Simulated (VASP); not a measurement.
# K3Pt (Pm-3m) in VASP: single point with r2SCAN

Aim: the single point of K3Pt with r2SCAN.

Everything below comes from runs of VASP 6.6.1. Logs are shortened: lines on timing, memory, paths and dates and some standing lists are left out, and cuts for length are marked.

## Step 1: The cell of the first run

Symmetry: Pm-3m, No. 221, cubic system. The conventional cell has a = 5.062 Å, b = 5.062 Å, c = 5.062 Å, α = 90.00°, β = 90.00°, γ = 90.00°. Within 4.7 Å of Pt (site symmetry m-3m) lie 12 K at 3.58 Å. K (site symmetry 4/mmm) has 4 Pt at 3.58 Å and 8 K at 3.58 Å within 4.7 Å.

## Step 2: Single point, r2SCAN

File POSCAR:

```
K3Pt
1.0
    5.0624710000      0.0000000000      0.0000000000
    0.0000000000      5.0624710000      0.0000000000
    0.0000000000      0.0000000000      5.0624710000
Pt K
1 3
Direct
    0.0000000000      0.0000000000      0.0000000000
    0.0000000000      0.5000000000      0.5000000000
    0.5000000000      0.0000000000      0.5000000000
    0.5000000000      0.5000000000      0.0000000000
```

File INCAR.step1:

```
PREC = Accurate
ENCUT = 550
ISMEAR = -1
SIGMA = 0.1
LREAL = F
LASPH = T
NELM = 120
NBANDS = 26
GGA = PE
ALGO = Normal
EDIFF = 1E-5
LWAVE = T
LCHARG = F
GGA_COMPAT = F
```

File INCAR.step2:

```
PREC = Accurate
ENCUT = 550
EDIFF = 1E-6
ISMEAR = -1
SIGMA = 0.1
LREAL = F
LASPH = T
NELM = 120
ALGO = Normal
ISIF = 2
LWAVE = F
LCHARG = F
METAGGA = R2SCAN
LMIXTAU = T
NBANDS = 26
ISTART = 1
GGA_COMPAT = F
```

File KPOINTS:

```
Automatic mesh
0
Gamma
  7 7 7
```

Potentials or basis: VASP PAW PBE potentials, release 64 (Pt, K_sv).

The run is started by

```console
> cat potpaw_PBE.64/Pt/POTCAR potpaw_PBE.64/K_sv/POTCAR > POTCAR
> cp INCAR.step1 INCAR
> mpirun -np 1 vasp_std > vasp.out
> cp INCAR.step2 INCAR
> mpirun -np 1 vasp_std > vasp.out
```

OUTCAR:

```text
PREC = Accurate
   ENCUT = 550
   EDIFF = 1E-6
   ISMEAR = -1
   LREAL = F
   LASPH = T
   NELM = 120
   ISIF = 2
   METAGGA = R2SCAN
   ISTART = 1

 ion  position               nearest neighbor table
   1  0.000  0.000  0.000-   2 3.58   3 3.58   4 3.58   2 3.58   3 3.58   2 3.58   4 3.58   2 3.58
                             3 3.58   4 3.58   3 3.58   4 3.58
   2  0.000  0.500  0.500-   1 3.58   3 3.58   4 3.58   1 3.58   4 3.58   1 3.58   3 3.58   1 3.58
                             3 3.58   4 3.58   4 3.58   3 3.58
   3  0.500  0.000  0.500-   1 3.58   2 3.58   4 3.58   1 3.58   4 3.58   2 3.58   4 3.58   4 3.58
                             1 3.58   2 3.58   1 3.58   2 3.58
   4  0.500  0.500  0.000-   1 3.58   2 3.58   3 3.58   2 3.58   3 3.58   1 3.58   3 3.58   3 3.58
                             1 3.58   2 3.58   2 3.58   1 3.58

  LATTYP: Found a simple cubic cell.
 ALAT       =     5.0624710000

  Lattice vectors:

 A1 = (   5.0624710000,   0.0000000000,   0.0000000000)
 A2 = (   0.0000000000,   5.0624710000,   0.0000000000)
 A3 = (   0.0000000000,   0.0000000000,   5.0624710000)

Analysis of symmetry for initial positions (statically):
=====================================================================
 Subroutine PRICEL returns:
 Original cell was already a primitive cell.

 Routine SETGRP: Setting up the symmetry group for a
 simple cubic supercell.

 Subroutine GETGRP returns: Found 48 space group operations
 (whereof 48 operations were pure point group operations)
 out of a pool of 48 trial point group operations.

The static configuration has the point symmetry O_h .

Analysis of symmetry for dynamics (positions and initial velocities):
=====================================================================
 Subroutine PRICEL returns:
 Original cell was already a primitive cell.

 Routine SETGRP: Setting up the symmetry group for a
 simple cubic supercell.

 Subroutine GETGRP returns: Found 48 space group operations
 (whereof 48 operations were pure point group operations)
 out of a pool of 48 trial point group operations.

The dynamic configuration has the point symmetry O_h .

 Subroutine INISYM returns: Found 48 space group operations
 (whereof 48 operations are pure point group operations),
 and found     1 'primitive' translations

----------------------------------------------------------------------------------------

                                     Primitive cell

  volume of cell :     129.7441

  direct lattice vectors                    reciprocal lattice vectors
     5.062471000  0.000000000  0.000000000     0.197531996  0.000000000  0.000000000
     0.000000000  5.062471000  0.000000000     0.000000000  0.197531996  0.000000000
     0.000000000  0.000000000  5.062471000     0.000000000  0.000000000  0.197531996

  length of vectors
     5.062471000  5.062471000  5.062471000     0.197531996  0.197531996  0.197531996

  position of ions in fractional coordinates (direct lattice)
     0.000000000  0.000000000  0.000000000
     0.000000000  0.500000000  0.500000000
     0.500000000  0.000000000  0.500000000
     0.500000000  0.500000000  0.000000000

  ion indices of the primitive-cell ions
   primitive index   ion index
                 1           1
                 2           2
                 3           3
                 4           4

----------------------------------------------------------------------------------------

 KPOINTS: Automatic mesh

Automatic generation of k-mesh.
 Grid dimensions read from file:
 generate k-points for:    7    7    7

 Generating k-lattice:

  Cartesian coordinates                     Fractional coordinates (reciprocal lattice)
     0.028218857  0.000000000  0.000000000     0.142857143  0.000000000  0.000000000
     0.000000000  0.028218857  0.000000000     0.000000000  0.142857143  0.000000000
     0.000000000  0.000000000  0.028218857     0.000000000  0.000000000  0.142857143

  Length of vectors
     0.028218857  0.028218857  0.028218857

  Shift w.r.t. Gamma in fractional coordinates (k-lattice)
     0.000000000  0.000000000  0.000000000

 Subroutine IBZKPT returns following result:
 ===========================================

 Found     20 irreducible k-points:

 Following reciprocal coordinates:
            Coordinates               Weight
  0.000000  0.000000  0.000000      1.000000
  0.142857  0.000000  0.000000      6.000000
  0.285714  0.000000  0.000000      6.000000
  0.428571  0.000000  0.000000      6.000000
  0.142857  0.142857  0.000000     12.000000
  0.285714  0.142857  0.000000     24.000000
[... 12 lines left out ...]
  0.428571  0.428571  0.285714     24.000000
  0.428571  0.428571  0.428571      8.000000
   k-points           NKPTS =     20   k-points in BZ     NKDIM =     20   number of bands    NBANDS=     26
   number of dos      NEDOS =    301   number of ions     NIONS =      4
   total plane-waves  NPLWV =  64000
   dimension x,y,z NGX =    40 NGY =   40 NGZ =   40
   dimension x,y,z NGXF=    80 NGYF=   80 NGZF=   80
   ions per type =               1   3
   NGX,Y,Z   is equivalent  to a cutoff of  13.14, 13.14, 13.14 a.u.
   NGXF,Y,Z  is equivalent  to a cutoff of  26.27, 26.27, 26.27 a.u.
 SYSTEM =  unknown system
   PREC   = accura    normal or accurate (medium, high low for compatibility)
   ISTART =      1    job   : 0-new  1-cont  2-samecut
   ICHARG =      0    charge: 1-file 2-atom 10-const
   ISPIN  =      1    spin polarized calculation?
   LNONCOLLINEAR =      F non collinear calculations
   LSORBIT =      F    spin-orbit coupling
   LASPH  =      T    aspherical Exc in radial PAW
   ENCUT  =  550.0 eV  40.42 Ry    6.36 a.u.   9.68  9.68  9.68*2*pi/ulx,y,z
   NELM   =    120;   NELMIN=  2; NELMDL=  0     # of ELM steps
   EDIFF  = 0.1E-05   stopping-criterion for ELM
   LREAL  =      F    real-space projection
[... 7 lines left out ...]
   TEBEG  =    0.0;   TEEND  =   0.0 temperature during run
   PSTRESS=    0.0 pullay stress
   NELECT =      37.0000    total number of electrons
   NUPDOWN=      -1.0000    fix difference up-down
   EMIN   =  10.00;   EMAX   =-10.00  energy-range for DOS
   EFERMI =   0.00;   METHOD = LEGACY
   ISMEAR =    -1;   SIGMA  =   0.10  broadening in eV -4-tet -1-fermi 0-gaus
   EFERMI_NEDOS =   21; number of points for ismear=-14 and -15
   IALGO  =     38    algorithm
   IMIX   =      4    mixing-type and parameters
     AMIX     =   0.40;   BMIX     =  1.00
     AMIX_MAG =   1.60;   BMIX_MAG =  1.00
  volume/ion in A,a.u.               =      32.44       218.89
  Fermi-wavevector in a.u.,A,eV,Ry     =   1.077572  2.036315 15.798552  1.161161
  Thomas-Fermi vector in A             =   2.213487
   LORBIT       =      0    0 simple, 1 ext, 2 COOP (PROOUT), +10 PAW based schemes
   METAGGA = R2SCAN    functional components
   LHFCALC =     F    Hartree Fock is set to
   AEXX    =    0.0000 exact exchange contribution
   IVDW    =     0    specifies the selected vdW correction
   LEPSILON=     F    determine dielectric tensor
   LRPA    =     F    only Hartree local field effects (RPA)
 non-spin polarized calculation
  energy-cutoff  :      550.00
  volume of cell :      129.74
 maximum number of plane-waves:      3823
 NGX is ok and might be reduce to    40
   NGX = 19   NGY = 19   NGZ = 19

 number of electron      37.0000001 magnetization

 Free energy of the ion-electron system (eV)
  ---------------------------------------------------
  ext. energy  EPLUGINS =         0.00000000
  ---------------------------------------------------
  free energy    TOTEN  =       -68.86976298 eV

  energy without entropy =      -68.79810121  energy(sigma->0) =      -68.83393210

 E-fermi :   2.2672     XC(G=0):  -8.5865

 val. band max:        2.2076756215   @ k =   0.2857   0.1429   0.1429
 cond. band min:       2.2703253528   @ k =   0.4286   0.2857   0.1429
 fundamental gap:      0.0626497313
 Fermi energy:         2.2671701449

 k-point     1 :       0.0000    0.0000    0.0000
  band No.  band energies     occupation
      1     -31.0028      2.00000
      2     -30.8859      2.00000
      3     -30.8859      2.00000
      4     -14.0021      2.00000
      5     -14.0021      2.00000
      6     -14.0021      2.00000
[... 18 lines left out ...]
     25       6.0822      0.00000
     26       6.0822      0.00000

 k-point     2 :       0.1429    0.0000    0.0000
  band No.  band energies     occupation
      1     -30.9976      2.00000
      2     -30.8910      2.00000
      3     -30.8858      2.00000
      4     -13.9890      2.00000
      5     -13.9890      2.00000
      6     -13.9829      2.00000
[... 18 lines left out ...]
     25       6.3143      0.00000
     26       6.3143      0.00000

 k-point     3 :       0.2857    0.0000    0.0000
  band No.  band energies     occupation
      1     -30.9837      2.00000
      2     -30.9047      2.00000
      3     -30.8856      2.00000
      4     -13.9560      2.00000
      5     -13.9560      2.00000
      6     -13.9280      2.00000
[... 18 lines left out ...]
     25       6.6340      0.00000
     26       6.6340      0.00000

 k-point     4 :       0.4286    0.0000    0.0000
  band No.  band energies     occupation
      1     -30.9672      2.00000
      2     -30.9211      2.00000
      3     -30.8855      2.00000
      4     -13.9246      2.00000
      5     -13.9246      2.00000
      6     -13.8544      2.00000
[... 18 lines left out ...]
     25       6.8717      0.00000
     26       6.8717      0.00000

 k-point     5 :       0.1429    0.1429    0.0000
  band No.  band energies     occupation
      1     -30.9927      2.00000
      2     -30.8931      2.00000
      3     -30.8884      2.00000
      4     -14.0085      2.00000
      5     -13.9756      2.00000
      6     -13.9344      2.00000
[... 18 lines left out ...]
     25       6.2746      0.00000
     26       6.6807      0.00000

 k-point     6 :       0.2857    0.1429    0.0000
  band No.  band energies     occupation
      1     -30.9793      2.00000
      2     -30.9053      2.00000
      3     -30.8893      2.00000
      4     -14.0006      2.00000
      5     -13.9420      2.00000
      6     -13.8643      2.00000
[... 311 lines left out ...]
 k-point    17 :       0.2857    0.2857    0.2857
  band No.  band energies     occupation
      1     -30.9546      2.00000
      2     -30.9090      2.00000
      3     -30.9090      2.00000
      4     -14.1470      2.00000
      5     -13.7857      2.00000
      6     -13.7857      2.00000
[... 18 lines left out ...]
     25       6.0770      0.00000
     26       7.1932      0.00000

 k-point    18 :       0.4286    0.2857    0.2857
  band No.  band energies     occupation
      1     -30.9424      2.00000
      2     -30.9208      2.00000
      3     -30.9089      2.00000
      4     -14.1808      2.00000
      5     -13.8110      2.00000
      6     -13.7902      2.00000
[... 18 lines left out ...]
     25       5.9806      0.00000
     26       7.3678      0.00000

 k-point    19 :       0.4286    0.4286    0.2857
  band No.  band energies     occupation
      1     -30.9326      2.00000
      2     -30.9219      2.00000
      3     -30.9171      2.00000
      4     -14.2282      2.00000
      5     -13.8450      2.00000
      6     -13.7967      2.00000
[... 18 lines left out ...]
     25       5.6701      0.00000
     26       7.5759      0.00000

 k-point    20 :       0.4286    0.4286    0.4286
  band No.  band energies     occupation
      1     -30.9276      2.00000
      2     -30.9218      2.00000
      3     -30.9218      2.00000
      4     -14.2850      2.00000
      5     -13.8441      2.00000
      6     -13.8395      2.00000
[... 18 lines left out ...]
     25       5.2744      0.00000
     26       7.7460      0.00000

------------------------ aborting loop because EDIFF is reached ----------------------------------------

  FORCE on cell =-STRESS in cart. coord.  units (eV):
  Direction    XX          YY          ZZ          XY          YZ          ZX
  --------------------------------------------------------------------------------------
  -------------------------------------------------------------------------------------
  Total        0.4653231      0.4653231      0.4653231     -0.0000000      0.0000000     -0.0000000
  in kB        5.7461579      5.7461579      5.7461579     -0.0000000      0.0000000     -0.0000000
  external PRESSURE =       5.7461579 kB  Pullay stress =       0.0000000 kB

 VOLUME and BASIS-vectors are now :
 -----------------------------------------------------------------------------
  energy-cutoff  :      550.00
  volume of cell :      129.74
      direct lattice vectors                 reciprocal lattice vectors
     5.062471000  0.000000000  0.000000000     0.197531996  0.000000000  0.000000000
     0.000000000  5.062471000  0.000000000     0.000000000  0.197531996  0.000000000
     0.000000000  0.000000000  5.062471000     0.000000000  0.000000000  0.197531996

 POSITION                                       TOTAL-FORCE (eV/Angst)
 -----------------------------------------------------------------------------------
      0.00000      0.00000      0.00000         0.000000      0.000000      0.000000
      0.00000      2.53124      2.53124         0.000000      0.000000      0.000000
      2.53124      0.00000      2.53124         0.000000      0.000000      0.000000
      2.53124      2.53124      0.00000         0.000000      0.000000      0.000000
 -----------------------------------------------------------------------------------
    total drift:                               -0.000000     -0.000000     -0.000000

  FREE ENERGIE OF THE ION-ELECTRON SYSTEM (eV)
  ---------------------------------------------------
  free  energy   TOTEN  =       -68.8697629840 eV

  energy  without entropy=      -68.7981012127  energy(sigma->0) =      -68.83393210
```

Wall time 7.2 min (1 thread of Intel Xeon Platinum 8375C at 2.90GHz (Ice Lake), shared host); peak memory 0.29 GiB.

What came out:

```
Free energy            : -68.8698 eV
Pressure               : 0.6 GPa
Band gap on the k mesh : zero (an odd number of electrons rules out a gap without spin polarisation)
```

Caveat: the PAW data sets were made with another functional, which shifts forces and pressure a little; spin-orbit coupling is left out, which moves the levels of the heavy elements.
